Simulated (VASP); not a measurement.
A run of VASP 6.6.1:

Contents of INCAR:

```
PREC     = Accurate       # precision mode
ENCUT    = 520            # plane-wave cutoff, eV
EDIFF    = 1E-7           # SCF threshold, eV
ISMEAR   = 1              # smearing method
SIGMA    = 0.2            # smearing width, eV
LREAL    = False          # projectors in reciprocal space
LASPH    = True           # aspherical terms in the spheres
NELM     = 60             # most SCF steps
ALGO     = Normal         # electronic algorithm
ISIF     = 2              # what is computed and relaxed
LWAVE    = False          # write WAVECAR
LCHARG   = False          # write CHGCAR
GGA      = PS             # functional
NBANDS   = 20             # bands
```

Contents of KPOINTS:

```
Automatic mesh
0
Gamma
  11 11 5
```

The input POSCAR:

```
MoS2
1.0
    3.2274645600      0.0000000000      0.0000000000
   -1.6137322800      2.7950663000      0.0000000000
    0.0000000000      0.0000000000      6.3124734200
Mo S
1 2
Direct
    0.0000000000      0.0000000000      0.5000000000
    0.3333333333      0.6666666667      0.2553193200
    0.6666666667      0.3333333333      0.7446806800
```

Potentials or basis: VASP PAW PBE potentials, release 64 (Mo_sv, S).

Command:

```bash
$ cat potpaw_PBE.64/Mo_sv/POTCAR potpaw_PBE.64/S/POTCAR > POTCAR
$ mpirun -np 1 vasp_std > vasp.out
```

Hardware: 1 thread of Intel(R) Xeon(R) Platinum 8375C CPU @ 2.90GHz (Ice Lake) (shared host).

Problem. How long does it take, and how much memory?

Solution. It took 55 s on 1 thread of Intel(R) Xeon(R) Platinum 8375C CPU @ 2.90GHz (Ice Lake) (shared host), peak memory 0.21 GiB. Counts: scf iterations 16, k points 68.
